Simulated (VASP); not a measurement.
# Ti23O48 (a cell with a defect) in VASP: further runs

Runs on Ti23O48 (a cell with a defect). Level: PBEsol. Tasks: single point.

Everything below comes from runs of VASP 6.6.1. Logs are shortened: lines on timing, memory, paths and dates and some standing lists are left out, and cuts for length are marked.

## 1. The cell of the first run

The cell holds a defect, 71 atoms: a = 9.183 Å, b = 9.183 Å, c = 8.817 Å, α = 90.00°, β = 90.00°, γ = 90.00°.

## 2. Single point, PBEsol

The input, INCAR:

```
SYSTEM = Ti23O48
  PREC = Accurate
  ENCUT = 520
  EDIFF = 1E-6
  ISMEAR = -1
  SIGMA = 0.05
  LREAL = Auto
  LASPH = .TRUE.
  NELM = 120
  ALGO = Normal
  ISIF = 2
  LWAVE = .FALSE.
  LCHARG = .FALSE.
  GGA = PS
  NELECT = 566.0
  ISYM = -1
  NBANDS = 323
  GGA_COMPAT = .FALSE.
```

The input, KPOINTS:

```
explicit points
1
Reciprocal
  0.25000000   0.25000000   0.25000000 1
```

The input, POSCAR:

```
Ti23O48
1.0
    9.1828280000      0.0000000000      0.0000000000
    0.0000000000      9.1828280000      0.0000000000
    0.0000000000      0.0000000000      8.8166120000
Ti O
23 48
Direct
    0.0002280000      0.9995190000      0.0008630000
    0.0004560000      0.9996510000      0.3337420000
    0.0005100000      0.0002420000      0.6665160000
    0.0008740000      0.5003100000      0.9999690000
    0.0003030000      0.5001510000      0.3332240000
    0.0009420000      0.4990940000      0.6665010000
    0.5013980000      0.0001800000      0.0001360000
    0.5002670000      0.0000280000      0.3334240000
    0.5005840000      0.9993060000      0.6667220000
    0.5002410000      0.4997360000      0.0121990000
    0.5004730000      0.5002860000      0.6537600000
    0.2557770000      0.2552970000      0.1724200000
    0.2568070000      0.2558690000      0.4948880000
    0.2473490000      0.2459610000      0.8338710000
    0.2554790000      0.7447050000      0.1671150000
    0.2554880000      0.7451830000      0.4993940000
    0.2561450000      0.7445720000      0.8333420000
    0.7455780000      0.2545730000      0.1670150000
    0.7453340000      0.2551890000      0.4992090000
    0.7449720000      0.2558550000      0.8330550000
    0.7439740000      0.7435730000      0.1720420000
    0.7451320000      0.7442450000      0.4943940000
    0.7544010000      0.7530110000      0.8329520000
    0.1524270000      0.1516540000      0.9985130000
    0.1515650000      0.1507530000      0.3337910000
    0.1525090000      0.1516790000      0.6689400000
    0.1465800000      0.6541930000      0.9979750000
    0.1505600000      0.6518650000      0.3329240000
    0.1468950000      0.6541120000      0.6689050000
    0.6550360000      0.1456810000      0.9978130000
    0.6524550000      0.1498630000      0.3329150000
    0.6548890000      0.1461520000      0.6687600000
    0.6528120000      0.6520320000      0.9989190000
    0.6579880000      0.6571570000      0.3338500000
    0.6526130000      0.6518660000      0.6673880000
    0.3482750000      0.3475450000      0.9992900000
    0.3430370000      0.3421030000      0.3330010000
    0.3481280000      0.3474150000      0.6677090000
    0.3461560000      0.8533760000      0.9977360000
    0.3485030000      0.8497360000      0.3335980000
    0.3461080000      0.8536640000      0.6686150000
    0.8543220000      0.3452570000      0.9975480000
    0.8502860000      0.3477990000      0.3335450000
    0.8543930000      0.3453280000      0.6684290000
    0.8485100000      0.8477330000      0.9978310000
    0.8494780000      0.8486590000      0.3328840000
    0.8486210000      0.8477160000      0.6682370000
    0.0985790000      0.4030450000      0.1662890000
    0.0992240000      0.4034190000      0.5001410000
    0.1007960000      0.4040400000      0.8334380000
    0.0977950000      0.9025110000      0.1657920000
    0.0977130000      0.9024340000      0.5010570000
    0.0984520000      0.9017970000      0.8333870000
    0.6090360000      0.3934420000      0.1466300000
    0.6063230000      0.3915050000      0.5188550000
    0.6005520000      0.3996420000      0.8330340000
    0.5969270000      0.9010200000      0.1661780000
    0.5972380000      0.9015580000      0.5001530000
    0.5962150000      0.8993900000      0.8329900000
    0.4038430000      0.0978530000      0.1662330000
    0.4041200000      0.0983470000      0.5004700000
    0.4048830000      0.0999590000      0.8334770000
    0.3944440000      0.6080660000      0.1471550000
    0.3919830000      0.6058970000      0.5189490000
    0.4004020000      0.5997730000      0.8330730000
    0.9033040000      0.0969750000      0.1659110000
    0.9032640000      0.0968830000      0.5011220000
    0.9025940000      0.0975750000      0.8335340000
    0.9017440000      0.5960890000      0.1661060000
    0.9024200000      0.5964900000      0.5003310000
    0.9002370000      0.5953230000      0.8329600000
```

Potentials or basis: VASP PAW PBE potentials, release 64 (Ti_sv, O).

Launch:

```console
> cat potpaw_PBE.64/Ti_sv/POTCAR potpaw_PBE.64/O/POTCAR > POTCAR
> mpirun -np 1 vasp_std > vasp.out
```

OUTCAR:

```text
SYSTEM = Ti23O48
   PREC = Accurate
   ENCUT = 520
   EDIFF = 1E-6
   ISMEAR = -1
   LREAL = Auto
   LASPH = .TRUE.
   NELM = 120
   ISIF = 2
   GGA = PS
   NELECT = 566.0
   ISYM = -1

 ion  position               nearest neighbor table
   1  0.000  1.000  0.001-  66 1.93  51 1.93  68 1.95  53 1.95  45 1.97  24 1.98
   2  0.000  1.000  0.334-  52 1.94  67 1.94  66 1.95  51 1.95  46 1.96  25 1.96
   3  0.001  0.000  0.667-  67 1.93  52 1.93  68 1.94  53 1.95  26 1.97  47 1.98
   4  0.001  0.500  1.000-  69 1.94  48 1.94  50 1.94  71 1.95  27 1.95  42 1.96
   5  0.000  0.500  0.333-  70 1.94  69 1.94  48 1.94  49 1.94  28 1.96  43 1.96
   6  0.001  0.499  0.667-  49 1.93  70 1.94  50 1.94  71 1.95  44 1.95  29 1.96
   7  0.501  0.000  0.000-  57 1.93  60 1.94  30 1.94  62 1.95  59 1.95  39 1.96
   8  0.500  0.000  0.333-  61 1.94  60 1.94  58 1.94  57 1.95  31 1.96  40 1.96
   9  0.501  0.999  0.667-  58 1.94  61 1.94  59 1.94  62 1.95  41 1.95  32 1.96
  10  0.500  0.500  0.012-  63 1.83  54 1.83  36 1.98  33 1.98  65 2.04  56 2.05
  11  0.500  0.500  0.654-  64 1.83  55 1.83  35 1.98  38 1.99  65 2.04  56 2.05
  12  0.256  0.255  0.172-  37 1.81  36 1.94  25 1.97  48 1.98  60 1.99  24 2.04  13 2.84
  13  0.257  0.256  0.495-  37 1.81  38 1.93  25 1.97  61 1.98  49 1.98  26 2.05  12 2.84
  14  0.247  0.246  0.834-  24 1.90  26 1.90  36 1.96  38 1.97  62 1.97  50 1.98
  15  0.255  0.745  0.167-  63 1.80  28 1.95  40 1.95  27 1.98  39 1.98  51 2.05
  16  0.255  0.745  0.499-  64 1.80  40 1.95  28 1.95  41 1.98  29 1.98  52 2.05
  17  0.256  0.745  0.833-  65 1.88  39 1.94  41 1.95  29 1.95  27 1.95  53 2.04
  18  0.746  0.255  0.167-  54 1.80  31 1.95  43 1.95  30 1.98  42 1.98  66 2.05
  19  0.745  0.255  0.499-  55 1.80  43 1.95  31 1.95  44 1.98  32 1.98  67 2.05
  20  0.745  0.256  0.833-  56 1.87  42 1.95  44 1.95  32 1.95  30 1.95  68 2.05
  21  0.744  0.744  0.172-  34 1.81  33 1.93  46 1.97  57 1.98  69 1.98  45 2.05  22 2.84
  22  0.745  0.744  0.494-  34 1.81  35 1.94  46 1.97  70 1.98  58 1.98  47 2.04  21 2.84
  23  0.754  0.753  0.833-  47 1.90  45 1.90  35 1.97  33 1.97  71 1.97  59 1.98
  24  0.152  0.152  0.999-  14 1.90   1 1.98  12 2.04
  25  0.152  0.151  0.334-   2 1.96  12 1.97  13 1.97
  26  0.153  0.152  0.669-  14 1.90   3 1.97  13 2.05
  27  0.147  0.654  0.998-   4 1.95  17 1.95  15 1.98
  28  0.151  0.652  0.333-  15 1.95  16 1.95   5 1.96
  29  0.147  0.654  0.669-  17 1.95   6 1.96  16 1.98
  30  0.655  0.146  0.998-   7 1.94  20 1.95  18 1.98
[... 21 lines left out ...]
  52  0.098  0.902  0.501-   3 1.93   2 1.94  16 2.05
  53  0.098  0.902  0.833-   3 1.95   1 1.95  17 2.04
  54  0.609  0.393  0.147-  18 1.80  10 1.83
  55  0.606  0.392  0.519-  19 1.80  11 1.83
  56  0.601  0.400  0.833-  20 1.87  10 2.05  11 2.05
  57  0.597  0.901  0.166-   7 1.93   8 1.95  21 1.98
  58  0.597  0.902  0.500-   9 1.94   8 1.94  22 1.98
  59  0.596  0.899  0.833-   9 1.94   7 1.95  23 1.98
  60  0.404  0.098  0.166-   7 1.94   8 1.94  12 1.99
  61  0.404  0.098  0.500-   9 1.94   8 1.94  13 1.98
  62  0.405  0.100  0.833-   7 1.95   9 1.95  14 1.97
  63  0.394  0.608  0.147-  15 1.80  10 1.83
  64  0.392  0.606  0.519-  16 1.80  11 1.83
  65  0.400  0.600  0.833-  17 1.88  11 2.04  10 2.04
  66  0.903  0.097  0.166-   1 1.93   2 1.95  18 2.05
  67  0.903  0.097  0.501-   3 1.93   2 1.94  19 2.05
  68  0.903  0.098  0.834-   3 1.94   1 1.95  20 2.05
  69  0.902  0.596  0.166-   4 1.94   5 1.94  21 1.98
  70  0.902  0.596  0.500-   5 1.94   6 1.94  22 1.98
  71  0.900  0.595  0.833-   4 1.95   6 1.95  23 1.97

IMPORTANT INFORMATION: All symmetrisations will be switched off!
NOSYMM: (Re-)initialisation of all symmetry stuff for point group C_1.

----------------------------------------------------------------------------------------

                                     Primitive cell

  volume of cell :     743.4549

  direct lattice vectors                    reciprocal lattice vectors
[... 44 lines left out ...]
   TEBEG  =    0.0;   TEEND  =   0.0 temperature during run
   PSTRESS=    0.0 pullay stress
   NELECT =     566.0000    total number of electrons
   NUPDOWN=      -1.0000    fix difference up-down
   EMIN   =  10.00;   EMAX   =-10.00  energy-range for DOS
   EFERMI =   0.00;   METHOD = LEGACY
   ISMEAR =    -1;   SIGMA  =   0.05  broadening in eV -4-tet -1-fermi 0-gaus
   EFERMI_NEDOS =   21; number of points for ismear=-14 and -15
   IALGO  =     38    algorithm
   IMIX   =      4    mixing-type and parameters
     AMIX     =   0.40;   BMIX     =  1.00
     AMIX_MAG =   1.60;   BMIX_MAG =  1.00
  volume/ion in A,a.u.               =      10.47        70.66
  Fermi-wavevector in a.u.,A,eV,Ry     =   1.494842  2.824843 30.402954  2.234554
  Thomas-Fermi vector in A             =   2.607064
   LORBIT       =      0    0 simple, 1 ext, 2 COOP (PROOUT), +10 PAW based schemes
   GGA     = PS    functional components
   LHFCALC =     F    Hartree Fock is set to
   AEXX    =    0.0000 exact exchange contribution
   IVDW    =     0    specifies the selected vdW correction
   LEPSILON=     F    determine dielectric tensor
   LRPA    =     F    only Hartree local field effects (RPA)
 non-spin polarized calculation
  energy-cutoff  :      520.00
  volume of cell :      743.45
 maximum number of plane-waves:     20027
 NGX is ok and might be reduce to    70
   NGX = 35   NGY = 35   NGZ = 33

 number of electron     565.9999969 magnetization

 Free energy of the ion-electron system (eV)
  ---------------------------------------------------
  ext. energy  EPLUGINS =         0.00000000
  ---------------------------------------------------
  free energy    TOTEN  =      -642.21116929 eV

  energy without entropy =     -642.16255435  energy(sigma->0) =     -642.18686182

 E-fermi :   4.1812     XC(G=0): -11.6320

 val. band max:        3.9995147633   @ k =   0.2500   0.2500   0.2500
 cond. band min:       4.3244993148   @ k =   0.2500   0.2500   0.2500
 fundamental gap:      0.3249845516
 Fermi energy:         4.1811501516

 k-point     1 :       0.2500    0.2500    0.2500
  band No.  band energies     occupation
      1     -52.2892      2.00000
      2     -52.2884      2.00000
      3     -52.2164      2.00000
      4     -52.2163      2.00000
      5     -52.1939      2.00000
      6     -52.1939      2.00000
[... 287 lines left out ...]
    294       6.9763      0.00000
    295       6.9782      0.00000
 [bands above 295 left out]

------------------------ aborting loop because EDIFF is reached ----------------------------------------

  FORCE on cell =-STRESS in cart. coord.  units (eV):
  Direction    XX          YY          ZZ          XY          YZ          ZX
  --------------------------------------------------------------------------------------
  -------------------------------------------------------------------------------------
  Total       29.7711757     29.7879051     30.6217893     -3.5062560      1.0074600      1.0302242
  in kB       64.1581659     64.1942184     65.9912748     -7.5561327      2.1711196      2.2201776
  external PRESSURE =      64.7812197 kB  Pullay stress =       0.0000000 kB

 VOLUME and BASIS-vectors are now :
 -----------------------------------------------------------------------------
  energy-cutoff  :      520.00
  volume of cell :      743.45
      direct lattice vectors                 reciprocal lattice vectors
     9.182828000  0.000000000  0.000000000     0.108898914  0.000000000  0.000000000
     0.000000000  9.182828000  0.000000000     0.000000000  0.108898914  0.000000000
     0.000000000  0.000000000  8.816612000     0.000000000  0.000000000  0.113422253

 POSITION                                       TOTAL-FORCE (eV/Angst)
 -----------------------------------------------------------------------------------
      0.00209      9.17841      0.00761         0.015767     -0.001193     -0.001364
      0.00419      9.17962      2.94247         0.013090      0.007523     -0.005721
      0.00468      0.00222      5.87641         0.007155     -0.002310      0.012131
      0.00803      4.59426      8.81634        -0.001261     -0.009056     -0.007676
      0.00278      4.59280      2.93791         0.001090     -0.010150     -0.015162
      0.00865      4.58309      5.87628        -0.002236     -0.003923      0.013641
[... 63 lines left out ...]
      8.28677      5.47747      4.41122        -0.021449      0.017895     -0.007326
      8.26672      5.46675      7.34389        -0.012264      0.013796      0.003074
 -----------------------------------------------------------------------------------
    total drift:                                0.010903      0.001840      0.048196

  FREE ENERGIE OF THE ION-ELECTRON SYSTEM (eV)
  ---------------------------------------------------
  free  energy   TOTEN  =      -642.2111692869 eV

  energy  without entropy=     -642.1625543462  energy(sigma->0) =     -642.18686182
```

It took 15 min on 1 thread of Intel Xeon Platinum 8259CL at 2.50GHz (Skylake/Cascade Lake), shared host; peak memory 0.75 GiB.

What came out:

```yaml
Free_energy: -642.2112 eV
Largest_force: 0.121 eV/Å
```

Forces in eV/Å, atoms in the order of the input:
```
Ti   0.016 -0.001 -0.001
Ti   0.013  0.008 -0.006
Ti   0.007 -0.002  0.012
Ti  -0.001 -0.009 -0.008
Ti   0.001 -0.010 -0.015
Ti  -0.002 -0.004  0.014
Ti  -0.009 -0.006 -0.005
Ti   0.006  0.003 -0.013
Ti   0.004  0.008  0.009
Ti   0.002 -0.017 -0.065
Ti  -0.007 -0.005  0.069
Ti  -0.019 -0.015 -0.057
Ti  -0.032 -0.029  0.063
Ti   0.000  0.008  0.012
Ti  -0.049  0.052  0.010
Ti  -0.044  0.035 -0.012
Ti  -0.028  0.025 -0.009
Ti   0.056 -0.054  0.018
Ti   0.058 -0.060 -0.010
Ti   0.021 -0.031 -0.007
Ti   0.032  0.031 -0.077
Ti   0.025  0.030  0.085
Ti  -0.012 -0.001  0.000
O   -0.018 -0.020  0.010
O   -0.020 -0.021  0.000
O   -0.013 -0.008 -0.035
O   -0.002  0.006  0.005
O   -0.007 -0.004  0.008
O   -0.007  0.004 -0.009
O    0.006  0.003  0.005
O   -0.002 -0.006  0.001
O    0.000 -0.008 -0.002
O   -0.011 -0.009 -0.001
O   -0.083 -0.083  0.010
O   -0.010 -0.009  0.008
O    0.017  0.018 -0.019
O    0.085  0.085 -0.011
O    0.017  0.016 -0.002
O    0.000  0.010  0.003
O   -0.003 -0.001 -0.009
O   -0.005  0.003 -0.008
O    0.003  0.003  0.011
O    0.013  0.008 -0.010
O    0.006 -0.002 -0.003
O    0.007  0.005  0.032
O    0.007  0.006 -0.004
O    0.012  0.018 -0.019
O    0.024 -0.018  0.008
O    0.017 -0.019  0.002
O    0.017 -0.016  0.006
O    0.031 -0.032  0.003
O    0.024 -0.026 -0.004
O    0.029 -0.033  0.004
O   -0.033  0.032  0.041
O   -0.024  0.024 -0.020
O   -0.020  0.022  0.002
O    0.014 -0.013  0.010
O    0.016 -0.016 -0.002
O    0.016 -0.016  0.008
O   -0.022  0.023  0.002
O   -0.016  0.015 -0.005
O   -0.010  0.012  0.001
O    0.022 -0.024  0.043
O    0.027 -0.028 -0.025
O    0.018 -0.017  0.005
O   -0.030  0.029 -0.006
O   -0.040  0.038 -0.018
O   -0.035  0.036 -0.013
O   -0.020  0.023 -0.001
O   -0.021  0.018 -0.007
O   -0.012  0.014  0.003
```

Caveat: the cell carries a net charge on a neutralising background, which shifts energy and pressure; the cell is charged against a uniform background, so pressure and absolute levels hang on convention; the PAW data sets were made with another functional, which shifts forces and pressure a little.

(Part 1 of 2 ends here.)
